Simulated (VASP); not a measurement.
A run of VASP 6.6.1 is set up as follows.

File POSCAR:

```
Cr
1.0
    2.8839000000      0.0000000000      0.0000000000
    0.0000000000      2.8839000000      0.0000000000
    0.0000000000      0.0000000000      2.8839000000
Cr
2
Direct
    0.0000000000      0.0000000000      0.0000000000
    0.5000000000      0.5000000000      0.5000000000
```

Contents of INCAR.step1:

```
  ALGO = Normal
  EDIFF = 1E-4
  ENCUT = 600
  GGA = PE
  ISMEAR = -1
  ISPIN = 2
  LASPH = T
  LCHARG = F
  LMAXMIX = 4
  LREAL = F
  LWAVE = T
  MAGMOM = 1.5 -1.5
  NELM = 150
  PREC = Accurate
  SIGMA = 0.05
```

Contents of INCAR.step2:

```
  ALGO = Normal
  EDIFF = 1E-6
  EDIFFG = -0.01
  ENCUT = 600
  IBRION = 2
  ISIF = 3
  ISMEAR = -1
  ISPIN = 2
  ISTART = 1
  LASPH = T
  LCHARG = F
  LMAXMIX = 4
  LMIXTAU = T
  LORBIT = 11
  LREAL = F
  LWAVE = F
  MAGMOM = 1.5 -1.5
  METAGGA = R2SCAN
  NELM = 150
  NSW = 80
  PREC = Accurate
  SIGMA = 0.05
```

KPOINTS

```
k-points
0
Gamma
  11 11 11
```

Potentials or basis: VASP PAW PBE potentials, release 64 (Cr_pv).

Run with:

```sh
$ cat potpaw_PBE.64/Cr_pv/POTCAR > POTCAR
$ cp INCAR.step1 INCAR
$ mpirun -np 1 vasp_std > vasp.out
$ cp INCAR.step2 INCAR
$ mpirun -np 1 vasp_std > vasp.out
```

(1) What does it give for the relaxed volume?

(2) Predict the space group after relaxing (to 0.1 Å).

## Answers

(1) 13.07 Å³/atom.

(2) Im-3m (No. 229).

Caveat: the antiferromagnetic order is the one typed at the start, and another may lie lower; the PAW data sets were made with another functional, which shifts forces and pressure a little.
